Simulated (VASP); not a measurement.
# ZrB (Pm-3m) in VASP: further runs, part 2 of 2

VASP 6.6.1.

## Step 3: Single point, PBE

This run uses another cell than the first one, of 11.95 Å³/atom, 0.960 times its volume.

Contents of INCAR:

```
SYSTEM = ZrB
PREC = Accurate ; ENCUT = 520
EDIFF = 1E-7 ; ISMEAR = -1
SIGMA = 0.1 ; LREAL = .False.
LASPH = .True. ; NELM = 100
ALGO = Normal ; ISIF = 2
LWAVE = .False. ; LCHARG = .True.
GGA = PE ; LELF = .True.
LVHAR = .True. ; NBANDS = 14
```

Contents of KPOINTS:

```
regular mesh
0
Gamma
  8 8 8
  0 0 0
```

Contents of POSCAR:

```
ZrB
1.0
    2.8801923491      0.0000000000      0.0000000000
    0.0000000000      2.8801923491      0.0000000000
    0.0000000000      0.0000000000      2.8801923491
Zr B
1 1
Direct
    0.0000000000      0.0000000000      0.0000000000
    0.5000000000      0.5000000000      0.5000000000
```

Potentials or basis: VASP PAW PBE potentials, release 64 (Zr_sv, B).

On the command line:

```
cat potpaw_PBE.64/Zr_sv/POTCAR potpaw_PBE.64/B/POTCAR > POTCAR
mpirun -np 1 vasp_std > vasp.out
```

It took 4.6 s on 1 thread of Intel Xeon 6975P-C (Granite Rapids), shared host; peak memory 0.14 GiB.

The run converged. Its results:

```
Free energy : -14.6855 eV
Pressure    : 30.2 GPa
```

Levels at points of the mesh, in eV from the Fermi level:
| k point | band 4 | band 5 | band 6 | band 7 | band 8 | band 9 | band 10 | band 11 |
| --- | --- | --- | --- | --- | --- | --- | --- | --- |
| (0.00, 0.00, 0.00) | -25.92 | -10.38 | -2.48 | -2.48 | 2.64 | 2.64 | 2.64 | 5.26 |
| (0.50, 0.00, 0.00) | -25.76 | -6.30 | -5.91 | -1.23 | -0.71 | -0.71 | 5.80 | 7.00 |
| (0.50, 0.50, 0.00) | -25.63 | -8.04 | -1.75 | -1.75 | -1.01 | 2.36 | 2.36 | 3.70 |
| (0.50, 0.50, 0.50) | -26.89 | -5.65 | -5.65 | -5.65 | -3.05 | 8.08 | 8.08 | 9.17 |

## Step 4: Single point, PBE

This run uses another cell than the first one, of 13.05 Å³/atom, 1.049 times its volume.

Contents of INCAR:

```
SYSTEM = ZrB
PREC = Accurate
ENCUT = 520
EDIFF = 1E-6
ISMEAR = -1
SIGMA = 0.1
LREAL = .FALSE.
LASPH = .TRUE.
NELM = 60
ALGO = Normal
ISIF = 2
LWAVE = .FALSE.
LCHARG = .FALSE.
GGA = PE
NBANDS = 14
```

Contents of KPOINTS:

```
Automatic mesh
0
G
  8 8 8
  0 0 0
```

Contents of POSCAR:

```
ZrB
1.0
    2.9664865095      0.0000000000      0.0000000000
    0.0000000000      2.9664865095      0.0000000000
    0.0000000000      0.0000000000      2.9664865095
Zr B
1 1
Direct
    0.0000000000      0.0000000000      0.0000000000
    0.5000000000      0.5000000000      0.5000000000
```

Potentials or basis: VASP PAW PBE potentials, release 64 (Zr_sv, B).

On the command line:

```
cat potpaw_PBE.64/Zr_sv/POTCAR potpaw_PBE.64/B/POTCAR > POTCAR
mpirun -np 1 vasp_std > vasp.out
```

OUTCAR:

```text
SYSTEM = ZrB
   PREC = Accurate
   ENCUT = 520
   EDIFF = 1E-6
   ISMEAR = -1
   LREAL = .FALSE.
   LASPH = .TRUE.
   NELM = 60
   ISIF = 2
   GGA = PE

 ion  position               nearest neighbor table
   1  0.000  0.000  0.000-   2 2.57   2 2.57   2 2.57   2 2.57   2 2.57   2 2.57   2 2.57   2 2.57

   2  0.500  0.500  0.500-   1 2.57   1 2.57   1 2.57   1 2.57   1 2.57   1 2.57   1 2.57   1 2.57

  LATTYP: Found a simple cubic cell.
 ALAT       =     2.9664865095

  Lattice vectors:

[... 586 lines left out ...]
      9      11.9655      0.00000
     10      13.2517      0.00000
     11      14.1074      0.00000
     12      16.8994      0.00000
     13      18.1542      0.00000
     14      21.3331      0.00000

 [... further k-points ...]
[... 5 lines left out ...]
  --------------------------------------------------------------------------------------
  -------------------------------------------------------------------------------------
  Total        1.6480513      1.6480513      1.6480513     -0.0000000     -0.0000000     -0.0000000
  in kB      101.1472734    101.1472734    101.1472734     -0.0000000     -0.0000000     -0.0000000
  external PRESSURE =     101.1472734 kB  Pullay stress =       0.0000000 kB

 VOLUME and BASIS-vectors are now :
 -----------------------------------------------------------------------------
  energy-cutoff  :      520.00
  volume of cell :       26.11
      direct lattice vectors                 reciprocal lattice vectors
     2.966486510  0.000000000  0.000000000     0.337099123  0.000000000  0.000000000
     0.000000000  2.966486510  0.000000000     0.000000000  0.337099123  0.000000000
     0.000000000  0.000000000  2.966486510     0.000000000  0.000000000  0.337099123

 POSITION                                       TOTAL-FORCE (eV/Angst)
 -----------------------------------------------------------------------------------
      0.00000      0.00000      0.00000         0.000000      0.000000      0.000000
      1.48324      1.48324      1.48324         0.000000      0.000000      0.000000
 -----------------------------------------------------------------------------------
    total drift:                               -0.000000      0.000000      0.000000

  FREE ENERGIE OF THE ION-ELECTRON SYSTEM (eV)
  ---------------------------------------------------
  free  energy   TOTEN  =       -14.9560362684 eV

  energy  without entropy=      -14.8796508862  energy(sigma->0) =      -14.91784358
```

OSZICAR:

```text
N       E                     dE             d eps       ncg     rms          rms(c)
DAV:   1     0.953048075615E+02    0.95305E+02   -0.78249E+03   980   0.103E+03
DAV:   2    -0.129963952368E+02   -0.10830E+03   -0.10289E+03  1214   0.282E+02
DAV:   3    -0.165820567788E+02   -0.35857E+01   -0.35395E+01  1524   0.448E+01
DAV:   4    -0.166617022166E+02   -0.79645E-01   -0.79632E-01  1138   0.553E+00
DAV:   5    -0.166624423556E+02   -0.74014E-03   -0.74012E-03  1496   0.489E-01    0.175E+01
DAV:   6    -0.149932767695E+02    0.16692E+01   -0.29998E+00  1058   0.154E+01    0.660E+00
DAV:   7    -0.149557513946E+02    0.37525E-01   -0.22706E-01  1162   0.369E+00    0.479E+00
DAV:   8    -0.149593085874E+02   -0.35572E-02   -0.50057E-02  1250   0.182E+00    0.885E-01
DAV:   9    -0.149559595180E+02    0.33491E-02   -0.94637E-03  1148   0.570E-01    0.234E-01
DAV:  10    -0.149560671081E+02   -0.10759E-03   -0.71478E-04  1118   0.291E-01    0.648E-02
DAV:  11    -0.149560369268E+02    0.30181E-04   -0.66463E-05  1232   0.618E-02    0.682E-03
DAV:  12    -0.149560362684E+02    0.65840E-06   -0.15991E-06  1092   0.116E-02
   1 F= -.14956036E+02 E0= -.14917844E+02  d E =-.763854E-01
```

It took 4.1 s on 1 thread of Intel Xeon 6975P-C (Granite Rapids), shared host; peak memory 0.13 GiB.

Results:

- Free energy: -14.9560 eV
- Pressure: 10.1 GPa

## Step 5: Single point, PBE

This run uses another cell than the first one, of 13.83 Å³/atom, 1.111 times its volume.

Contents of INCAR:

```
SYSTEM = ZrB
PREC = Accurate
ENCUT = 520
EDIFF = 1E-6
ISMEAR = -1
SIGMA = 0.1
LREAL = .False.
LASPH = .True.
NELM = 60
ALGO = Normal
ISIF = 2
LWAVE = .False.
LCHARG = .True.
GGA = PE
LELF = .True.
LVHAR = .True.
NBANDS = 14
```

Contents of KPOINTS:

```
regular mesh
0
Gamma
  8 8 8
  0 0 0
```

Contents of POSCAR:

```
ZrB
1.0
    3.0243791796      0.0000000000      0.0000000000
    0.0000000000      3.0243791796      0.0000000000
    0.0000000000      0.0000000000      3.0243791796
Zr B
1 1
Direct
    0.0000000000      0.0000000000      0.0000000000
    0.5000000000      0.5000000000      0.5000000000
```

Potentials or basis: VASP PAW PBE potentials, release 64 (Zr_sv, B).

On the command line:

```
cat potpaw_PBE.64/Zr_sv/POTCAR potpaw_PBE.64/B/POTCAR > POTCAR
mpirun -np 1 vasp_std > vasp.out
```

OUTCAR:

```text
SYSTEM = ZrB
   PREC = Accurate
   ENCUT = 520
   EDIFF = 1E-6
   ISMEAR = -1
   LREAL = .False.
   LASPH = .True.
   NELM = 60
   ISIF = 2
   GGA = PE

 ion  position               nearest neighbor table
   1  0.000  0.000  0.000-   2 2.62   2 2.62   2 2.62   2 2.62   2 2.62   2 2.62   2 2.62   2 2.62

   2  0.500  0.500  0.500-   1 2.62   1 2.62   1 2.62   1 2.62   1 2.62   1 2.62   1 2.62   1 2.62

  LATTYP: Found a simple cubic cell.
 ALAT       =     3.0243791796

  Lattice vectors:

[... 586 lines left out ...]
      9      11.1919      0.00000
     10      12.3887      0.00000
     11      13.1853      0.00000
     12      15.7942      0.00000
     13      16.9550      0.00000
     14      19.9532      0.00000

 [... further k-points ...]
[... 5 lines left out ...]
  --------------------------------------------------------------------------------------
  -------------------------------------------------------------------------------------
  Total        0.0154675      0.0154675      0.0154675      0.0000000      0.0000000     -0.0000000
  in kB        0.8958223      0.8958223      0.8958223      0.0000000      0.0000000     -0.0000000
  external PRESSURE =       0.8958223 kB  Pullay stress =       0.0000000 kB

 VOLUME and BASIS-vectors are now :
 -----------------------------------------------------------------------------
  energy-cutoff  :      520.00
  volume of cell :       27.66
      direct lattice vectors                 reciprocal lattice vectors
     3.024379180  0.000000000  0.000000000     0.330646371  0.000000000  0.000000000
     0.000000000  3.024379180  0.000000000     0.000000000  0.330646371  0.000000000
     0.000000000  0.000000000  3.024379180     0.000000000  0.000000000  0.330646371

 POSITION                                       TOTAL-FORCE (eV/Angst)
 -----------------------------------------------------------------------------------
      0.00000      0.00000      0.00000         0.000000      0.000000      0.000000
      1.51219      1.51219      1.51219         0.000000      0.000000      0.000000
 -----------------------------------------------------------------------------------
    total drift:                                0.000000      0.000000      0.000000

  FREE ENERGIE OF THE ION-ELECTRON SYSTEM (eV)
  ---------------------------------------------------
  free  energy   TOTEN  =       -15.0042778449 eV

  energy  without entropy=      -14.9223025794  energy(sigma->0) =      -14.96329021
```

OSZICAR:

```text
N       E                     dE             d eps       ncg     rms          rms(c)
DAV:   1     0.937821229724E+02    0.93782E+02   -0.77067E+03   980   0.102E+03
DAV:   2    -0.130894534918E+02   -0.10687E+03   -0.10135E+03  1232   0.275E+02
DAV:   3    -0.166759559651E+02   -0.35865E+01   -0.35237E+01  1452   0.430E+01
DAV:   4    -0.167541633639E+02   -0.78207E-01   -0.78163E-01  1212   0.594E+00
DAV:   5    -0.167556363296E+02   -0.14730E-02   -0.14729E-02  1454   0.611E-01    0.156E+01
DAV:   6    -0.150603092030E+02    0.16953E+01   -0.31138E+00  1058   0.153E+01    0.578E+00
DAV:   7    -0.150070215778E+02    0.53288E-01   -0.26965E-01  1156   0.381E+00    0.419E+00
DAV:   8    -0.150080872958E+02   -0.10657E-02   -0.57777E-02  1238   0.188E+00    0.746E-01
DAV:   9    -0.150042388510E+02    0.38484E-02   -0.10875E-02  1120   0.581E-01    0.206E-01
DAV:  10    -0.150042919115E+02   -0.53060E-04   -0.86083E-04  1142   0.311E-01    0.507E-02
DAV:  11    -0.150042785344E+02    0.13377E-04   -0.42594E-05  1274   0.597E-02    0.687E-03
DAV:  12    -0.150042778449E+02    0.68944E-06   -0.10376E-06   880   0.103E-02
   1 F= -.15004278E+02 E0= -.14963290E+02  d E =-.819753E-01
```

stdout:

```text
POSCAR found type information on POSCAR ZrB
 POSCAR found :  2 types and       2 ions
 scaLAPACK will be used
 LDA part: xc-table for (Slater+PW92), standard interpolation
 POSCAR, INCAR and KPOINTS ok, starting setup
 FFT: planning ... GRIDC
 FFT: planning ... GRID_SOFT
 FFT: planning ... GRID
 WAVECAR not read
 entering main loop
```

Run time: 4.1 s. Hardware: 1 thread of Intel Xeon 6975P-C (Granite Rapids), shared host; peak memory 0.14 GiB.

Results:

| Quantity | Value |
| --- | --- |
| Free energy | -15.0043 eV |
| Pressure | 0.1 GPa |

Levels at points of the mesh, in eV from the Fermi level:
| k point | band 4 | band 5 | band 6 | band 7 | band 8 | band 9 | band 10 | band 11 | band 12 | band 13 |
| --- | --- | --- | --- | --- | --- | --- | --- | --- | --- | --- |
| (0.00, 0.00, 0.00) | -26.34 | -9.81 | -1.98 | -1.98 | 2.33 | 2.33 | 2.33 | 4.49 | 4.49 | 4.49 |
| (0.50, 0.00, 0.00) | -26.25 | -6.39 | -5.44 | -0.95 | -0.50 | -0.50 | 4.91 | 5.95 | 8.30 | 8.30 |
| (0.50, 0.50, 0.00) | -26.17 | -7.29 | -1.80 | -1.80 | -0.95 | 2.13 | 2.13 | 3.45 | 5.90 | 6.55 |
| (0.50, 0.50, 0.50) | -26.99 | -4.77 | -4.77 | -4.77 | -3.23 | 6.75 | 6.75 | 7.63 | 7.63 | 7.63 |

## Step 6: Summary

| cell | gap on the mesh (eV) | pressure (GPa) |
| --- | --- | --- |
| a = 2.920 Å, 2 atoms | none | 20.1 |
| a = 2.880 Å, 2 atoms | none | 30.2 |
| a = 2.966 Å, 2 atoms | none | 10.1 |
| a = 3.024 Å, 2 atoms | none | 0.1 |

Alike in all rows: task single point; level PBE; potentials or basis VASP PAW PBE potentials, release 64 (Zr_sv, B); no spin polarisation; k mesh 8 × 8 × 8; cutoff (eV) 520; smearing fermi-dirac 0.1 eV.

Total energies depend on the potentials used, so only differences within one code and one set of settings carry meaning.
